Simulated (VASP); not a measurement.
# CsSnI3 (Pm-3m) in VASP: settings compared, part 2 of 2

VASP 6.6.1.

**4. Single point, PBE+D4**

This run uses another cell than the first one, of 46.84 Å³/atom, 1.033 times its volume.

The input, INCAR:

```
SYSTEM = CsSnI3
PREC     = Accurate       ! precision mode
ENCUT    = 520            ! plane-wave cutoff, eV
EDIFF    = 1E-7           ! SCF threshold, eV
ISMEAR   = -1             ! smearing method
SIGMA    = 0.05           ! smearing width, eV
LREAL    = .FALSE.        ! projectors in reciprocal space
LASPH    = .TRUE.         ! aspherical terms in the spheres
NELM     = 60             ! most SCF steps
ALGO     = Normal         ! electronic algorithm
ISIF     = 2              ! what is computed and relaxed
LWAVE    = .FALSE.        ! write WAVECAR
LCHARG   = .FALSE.        ! write CHGCAR
GGA      = PE             ! functional
IVDW     = 13             ! dispersion correction
NBANDS   = 30             ! bands
```

The input, KPOINTS:

```
regular mesh
0
G
  5 5 5
  0 0 0
```

The input, POSCAR:

```
CsSnI3
1.0
    6.1640952484      0.0000000000      0.0000000000
    0.0000000000      6.1640952484      0.0000000000
    0.0000000000      0.0000000000      6.1640952484
Cs I Sn
1 3 1
Direct
    0.0000000000      0.0000000000      0.0000000000
    0.5000000000      0.5000000000      0.0000000000
    0.5000000000      0.0000000000      0.5000000000
    0.0000000000      0.5000000000      0.5000000000
    0.5000000000      0.5000000000      0.5000000000
```

Potentials or basis: VASP PAW PBE potentials, release 64 (Cs_sv, I, Sn_d).

Command:

```console
> cat potpaw_PBE.64/Cs_sv/POTCAR potpaw_PBE.64/I/POTCAR potpaw_PBE.64/Sn_d/POTCAR > POTCAR
> mpirun -np 1 vasp_std > vasp.out
```

OUTCAR:

```text
SYSTEM = CsSnI3
   PREC = Accurate
   ENCUT = 520
   EDIFF = 1E-7
   ISMEAR = -1
   LREAL = .FALSE.
   LASPH = .TRUE.
   NELM = 60
   ISIF = 2
   GGA = PE
   IVDW = 13

 ion  position               nearest neighbor table
   1  0.000  0.000  0.000-
   2  0.500  0.500  0.000-   5 3.08   5 3.08
   3  0.500  0.000  0.500-   5 3.08   5 3.08
   4  0.000  0.500  0.500-   5 3.08   5 3.08
   5  0.500  0.500  0.500-   2 3.08   3 3.08   4 3.08   2 3.08   3 3.08   4 3.08

  LATTYP: Found a simple cubic cell.
 ALAT       =     6.1640952484

  Lattice vectors:

 A1 = (   6.1640952484,   0.0000000000,   0.0000000000)
 A2 = (   0.0000000000,   6.1640952484,   0.0000000000)
 A3 = (   0.0000000000,   0.0000000000,   6.1640952484)

Analysis of symmetry for initial positions (statically):
=====================================================================
 Subroutine PRICEL returns:
 Original cell was already a primitive cell.

 Routine SETGRP: Setting up the symmetry group for a
 simple cubic supercell.

 Subroutine GETGRP returns: Found 48 space group operations
 (whereof 48 operations were pure point group operations)
 out of a pool of 48 trial point group operations.

The static configuration has the point symmetry O_h .

Analysis of symmetry for dynamics (positions and initial velocities):
=====================================================================
 Subroutine PRICEL returns:
 Original cell was already a primitive cell.

 Routine SETGRP: Setting up the symmetry group for a
 simple cubic supercell.

 Subroutine GETGRP returns: Found 48 space group operations
 (whereof 48 operations were pure point group operations)
 out of a pool of 48 trial point group operations.

The dynamic configuration has the point symmetry O_h .

 Subroutine INISYM returns: Found 48 space group operations
 (whereof 48 operations are pure point group operations),
 and found     1 'primitive' translations

----------------------------------------------------------------------------------------

                                     Primitive cell

  volume of cell :     234.2114

  direct lattice vectors                    reciprocal lattice vectors
     6.164095248  0.000000000  0.000000000     0.162229810  0.000000000  0.000000000
     0.000000000  6.164095248  0.000000000     0.000000000  0.162229810  0.000000000
     0.000000000  0.000000000  6.164095248     0.000000000  0.000000000  0.162229810

  length of vectors
     6.164095248  6.164095248  6.164095248     0.162229810  0.162229810  0.162229810

  position of ions in fractional coordinates (direct lattice)
     0.000000000  0.000000000  0.000000000
     0.500000000  0.500000000  0.000000000
     0.500000000  0.000000000  0.500000000
     0.000000000  0.500000000  0.500000000
     0.500000000  0.500000000  0.500000000

  ion indices of the primitive-cell ions
   primitive index   ion index
                 1           1
                 2           2
                 3           3
                 4           4
                 5           5

[... 24 lines left out ...]
 Found     10 irreducible k-points:

 Following reciprocal coordinates:
            Coordinates               Weight
  0.000000  0.000000  0.000000      1.000000
  0.200000  0.000000  0.000000      6.000000
  0.400000  0.000000  0.000000      6.000000
  0.200000  0.200000  0.000000     12.000000
  0.400000  0.200000  0.000000     24.000000
  0.400000  0.400000  0.000000     12.000000
  0.200000  0.200000  0.200000      8.000000
  0.400000  0.200000  0.200000     24.000000
  0.400000  0.400000  0.200000     24.000000
  0.400000  0.400000  0.400000      8.000000
   k-points           NKPTS =     10   k-points in BZ     NKDIM =     10   number of bands    NBANDS=     30
   number of dos      NEDOS =    301   number of ions     NIONS =      5
   total plane-waves  NPLWV = 110592
   dimension x,y,z NGX =    48 NGY =   48 NGZ =   48
   dimension x,y,z NGXF=    96 NGYF=   96 NGZF=   96
   ions per type =               1   3   1
   NGX,Y,Z   is equivalent  to a cutoff of  12.95, 12.95, 12.95 a.u.
   NGXF,Y,Z  is equivalent  to a cutoff of  25.89, 25.89, 25.89 a.u.
 SYSTEM =  CsSnI3
   PREC   = accura    normal or accurate (medium, high low for compatibility)
   ISTART =      0    job   : 0-new  1-cont  2-samecut
   ICHARG =      2    charge: 1-file 2-atom 10-const
   ISPIN  =      1    spin polarized calculation?
   LNONCOLLINEAR =      F non collinear calculations
   LSORBIT =      F    spin-orbit coupling
   LASPH  =      T    aspherical Exc in radial PAW
   ENCUT  =  520.0 eV  38.22 Ry    6.18 a.u.  11.46 11.46 11.46*2*pi/ulx,y,z
   NELM   =     60;   NELMIN=  2; NELMDL= -5     # of ELM steps
   EDIFF  = 0.1E-06   stopping-criterion for ELM
   LREAL  =      F    real-space projection
   EDIFFG = 0.1E-05   stopping-criterion for IOM
   NSW    =      0    number of steps for IOM
   IBRION =     -1    ionic relax: 0-MD 1-quasi-New 2-CG
   NFREE  =      0    steps in history (QN), initial steepest desc. (CG)
   ISIF   =      2    stress and relaxation
   ISYM   =      2    0-nonsym 1-usesym 2-fastsym
   POTIM  = 0.5000    time-step for ionic-motion
   TEBEG  =    0.0;   TEEND  =   0.0 temperature during run
   PSTRESS=    0.0 pullay stress
   NELECT =      44.0000    total number of electrons
   NUPDOWN=      -1.0000    fix difference up-down
   EMIN   =  10.00;   EMAX   =-10.00  energy-range for DOS
   EFERMI =   0.00;   METHOD = LEGACY
   ISMEAR =    -1;   SIGMA  =   0.05  broadening in eV -4-tet -1-fermi 0-gaus
   EFERMI_NEDOS =   21; number of points for ismear=-14 and -15
   IALGO  =     38    algorithm
   IMIX   =      4    mixing-type and parameters
     AMIX     =   0.40;   BMIX     =  1.00
     AMIX_MAG =   1.60;   BMIX_MAG =  1.00
  volume/ion in A,a.u.               =      46.84       316.11
  Fermi-wavevector in a.u.,A,eV,Ry     =   0.937612  1.771829 11.961097  0.879116
  Thomas-Fermi vector in A             =   2.064740
   LORBIT       =      0    0 simple, 1 ext, 2 COOP (PROOUT), +10 PAW based schemes
   GGA     = PE    functional components
   LHFCALC =     F    Hartree Fock is set to
   AEXX    =    0.0000 exact exchange contribution
   IVDW    =    13    specifies the selected vdW correction
   LEPSILON=     F    determine dielectric tensor
   LRPA    =     F    only Hartree local field effects (RPA)
 non-spin polarized calculation
  energy-cutoff  :      520.00
  volume of cell :      234.21
 maximum number of plane-waves:      6355
 NGX is ok and might be reduce to    48
   NGX = 23   NGY = 23   NGZ = 23

 number of electron      43.9999997 magnetization

 Free energy of the ion-electron system (eV)
  ---------------------------------------------------
  ext. energy  EPLUGINS =         0.00000000
  ---------------------------------------------------
  free energy    TOTEN  =       -14.02823880 eV

  energy without entropy =      -14.02823879  energy(sigma->0) =      -14.02823880

 E-fermi :   3.0470     XC(G=0):  -7.6082

 val. band max:        2.2017693094   @ k =   0.4000   0.4000   0.4000
 cond. band min:       3.9269739565   @ k =   0.4000   0.4000   0.4000
 fundamental gap:      1.7252046471
 Fermi energy:         3.0469852940

 k-point     1 :       0.0000    0.0000    0.0000
  band No.  band energies     occupation
      1     -19.2661      2.00000
      2     -19.0094      2.00000
      3     -19.0094      2.00000
      4     -18.9861      2.00000
      5     -18.9861      2.00000
      6     -18.9861      2.00000
[... 319 lines left out ...]
     29       7.1590      0.00000
     30       8.1591      0.00000

------------------------ aborting loop because EDIFF is reached ----------------------------------------

  DFT-D4 for vdW energy calculation

  Edisp (eV):   -1.33945

  FORCE on cell =-STRESS in cart. coord.  units (eV):
  Direction    XX          YY          ZZ          XY          YZ          ZX
  --------------------------------------------------------------------------------------
  -------------------------------------------------------------------------------------
  Total       0.00416     0.00416     0.00416    -0.00000     0.00000     0.00000
  in kB       0.02846     0.02846     0.02846    -0.00000     0.00000     0.00000
  external pressure =        0.03 kB  Pullay stress =        0.00 kB

 VOLUME and BASIS-vectors are now :
 -----------------------------------------------------------------------------
  energy-cutoff  :      520.00
  volume of cell :      234.21
      direct lattice vectors                 reciprocal lattice vectors
     6.164095248  0.000000000  0.000000000     0.162229810  0.000000000  0.000000000
     0.000000000  6.164095248  0.000000000     0.000000000  0.162229810  0.000000000
     0.000000000  0.000000000  6.164095248     0.000000000  0.000000000  0.162229810

 POSITION                                       TOTAL-FORCE (eV/Angst)
 -----------------------------------------------------------------------------------
      0.00000      0.00000      0.00000         0.000000      0.000000      0.000000
      3.08205      3.08205      0.00000         0.000000      0.000000      0.000000
      3.08205      0.00000      3.08205         0.000000      0.000000      0.000000
      0.00000      3.08205      3.08205         0.000000      0.000000      0.000000
      3.08205      3.08205      3.08205         0.000000      0.000000      0.000000
 -----------------------------------------------------------------------------------
    total drift:                                0.000000     -0.000000     -0.000000

  FREE ENERGIE OF THE ION-ELECTRON SYSTEM (eV)
  ---------------------------------------------------
  free  energy   TOTEN  =       -15.3676934605 eV

  energy  without entropy=      -15.3676934497  energy(sigma->0) =      -15.36769346
```

Wall time 85 s (1 thread of Oxide Virtual Turin-like, shared host); peak memory 0.32 GiB.

Results:

```yaml
Free_energy: -15.3677 eV
Pressure: 0.0 GPa
Band_gap_on_the_k_mesh: 1.73 eV, direct
Dispersion_energy_per_atom: -0.268 eV
```

Levels at points of the mesh, in eV from the valence-band top:
```
           k point  band 18  band 19  band 20  band 21  band 22  band 23  band 24  band 25  band 26  band 27
(0.00, 0.00, 0.00)    -1.54    -1.54    -1.37    -1.37    -1.37     3.02     3.90     3.90     4.24     4.24
```

Caveat: spin-orbit coupling is left out, which moves the levels of the heavy elements. A k mesh can miss the band edges.

**5. Summary**

| level | cell | gap on the mesh (eV) | pressure (GPa) |
| --- | --- | --- | --- |
| PBEsol+D4 | a = 6.097 Å, 5 atoms | 1.68 | 0.0 |
| PBE+D3(BJ) | a = 6.166 Å, 5 atoms | 1.73 | 0.0 |
| PBE+D4 | a = 6.164 Å, 5 atoms | 1.73 | 0.0 |

Alike in all rows: task single point; potentials or basis VASP PAW PBE potentials, release 64 (Cs_sv, I, Sn_d); no spin polarisation; k mesh 5 × 5 × 5; cutoff (eV) 520; smearing fermi-dirac 0.05 eV.

Caveats: spin-orbit coupling is left out, which moves the levels of the heavy elements; the PAW data sets were made with another functional, which shifts forces and pressure a little (some runs).

Absolute energies hang on the potentials; compare differences alone.
